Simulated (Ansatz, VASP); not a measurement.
Zr in VASP and in Ansatz

```
CELL_PARAMETERS angstrom
9.00000 0.00000 0.00000
0.00000 9.10000 0.00000
0.00000 0.00000 9.20000
ATOMIC_POSITIONS crystal
Zr 0.50000 0.50000 0.50000
```

Alike in both runs: task single point; functional PBE; k mesh 1 × 1 × 1; occupations fermi-dirac, width 0.1 eV; collinear spin.

|  | VASP | Ansatz |
| --- | --- | --- |
| version | VASP 6.6.1 | Ansatz development build ahead of 0.2.0 |
| potentials or method | VASP PAW PBE potentials, release 64 (Zr_sv) | PAW (an earlier, plane waves, scalar-relativistic |
| plane-wave cutoff (eV) | 400 | 420 |

Ansatz gave:

| Property | Result |
| --- | --- |
| net moment per atom (μB) | 3.49 |
| size of the moment on the site where the two differ most (μB) | 3.47 |

**Question.** Which values does VASP return?

**Answer.** net moment per atom (μB): 3.51; size of the moment on the site where the two differ most (μB): 1.93.

Site moments also hang on the region over which each program counts them. Ansatz's warnings: reached outside group.
